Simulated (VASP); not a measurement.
Wanted: the native input for a VASP 6.6.1 run.

* Task: single point
* Functional: r2SCAN0
* Potentials or basis: VASP PAW PBE potentials, release 64 (Mg, O)
* Cutoff: 520 eV
* k mesh: 8 × 8 × 8
* Occupations: gaussian, width 0.01 eV
* Spin: no spin polarisation
* Dipole correction: no
* Grid for exact exchange (PRECFOCK): Normal
* Further INCAR settings: ALGO = Normal; EDIFF = 1e-06; NBANDS = 11

MgO (Periclase):

```
Mg O
1.0
     0.00000    2.10217    2.10217
     2.10217    0.00000    2.10217
     2.10217    2.10217    0.00000
Mg O
1 1
Direct
  0.00000 0.00000 0.00000
  0.50000 0.50000 0.50000
```

The input as run:

POSCAR

```
MgO
1.0
    0.0000000000      2.1021680189      2.1021680189
    2.1021680189      0.0000000000      2.1021680189
    2.1021680189      2.1021680189      0.0000000000
Mg O
1 1
Direct
    0.0000000000      0.0000000000      0.0000000000
    0.5000000000      0.5000000000      0.5000000000
```

INCAR.step1

```
PREC = Accurate
ENCUT = 520
EDIFF = 1E-5
ISMEAR = 0
SIGMA = 0.01
LREAL = False
LASPH = True
NELM = 100
ALGO = Normal
ISIF = 2
LWAVE = True
LCHARG = False
GGA = PE
NBANDS = 11
```

INCAR.step2

```
PREC = Accurate
ENCUT = 520
EDIFF = 1E-6
ISMEAR = 0
SIGMA = 0.01
LREAL = False
LASPH = True
NELM = 100
ALGO = Normal
ISIF = 2
LWAVE = False
LCHARG = False
METAGGA = R2SCAN
LHFCALC = True
AEXX = 0.25
LMIXTAU = True
PRECFOCK = Normal
ISTART = 1
NBANDS = 11
```

KPOINTS

```
Automatic mesh
0
Gamma
  8 8 8
```

Potentials or basis: VASP PAW PBE potentials, release 64 (Mg, O).

Command:

```console
$ cat potpaw_PBE.64/Mg/POTCAR potpaw_PBE.64/O/POTCAR > POTCAR
$ cp INCAR.step1 INCAR
$ mpirun -np 1 vasp_std > vasp.out
$ cp INCAR.step2 INCAR
$ mpirun -np 1 vasp_std > vasp.out
```

It gave:

```json
{"Pressure": "-4.2 GPa", "Band gap on the k mesh": "7.84 eV, direct"}
```

Caveat: the PAW data sets were made with another functional, which shifts forces and pressure a little.

Run time: 35 min on 1 thread of Intel(R) Xeon(R) Platinum 8259CL CPU @ 2.50GHz (Skylake/Cascade Lake), with other jobs on the host, peak memory 0.17 GiB.
